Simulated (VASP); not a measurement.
Pd, 2 atoms in the cell. Symmetry: Pm-3m, No. 221, cubic system. The conventional cell has a = 2.504 Å, b = 2.504 Å, c = 2.504 Å, α = 90.00°, β = 90.00°, γ = 90.00°. Within 3.3 Å of Pd (site symmetry m-3m) lie 6 Pd at 2.50 Å.  This cell differs from its parent crystal: volume scaled by 0.88.

| Quantity | Value |
| --- | --- |
| Program | VASP 6.6.1 |
| Task | single point |
| Functional | PBE |
| Potentials or basis | VASP PAW PBE potentials, release 64 (Pd) |
| Cutoff | 520 eV |
| k mesh | 12 × 12 × 12 |
| Occupations | fermi-dirac, width 0.05 eV |
| Spin | collinear spin, antiferromagnetic start |
| Starting moments | [0.5, -0.5] μB |
| Dipole correction | no |
| Further INCAR settings | ALGO = Normal; EDIFF = 1e-07; NBANDS = 21 |

Potentials or basis: VASP PAW PBE potentials, release 64 (Pd).

Launch:

```console
$ cat potpaw_PBE.64/Pd/POTCAR > POTCAR
$ mpirun -np 1 vasp_std > vasp.out
```

Hardware: 1 thread of AMD EPYC 9R45 96-Core Processor (Zen 5), on a shared host.

**Question.** How long does it take, and how much memory?

**Answer.** Run time: 57 s on 1 thread of AMD EPYC 9R45 96-Core Processor (Zen 5), with other jobs on the host, peak memory 0.18 GiB. Counts: scf iterations 13, k points 72.
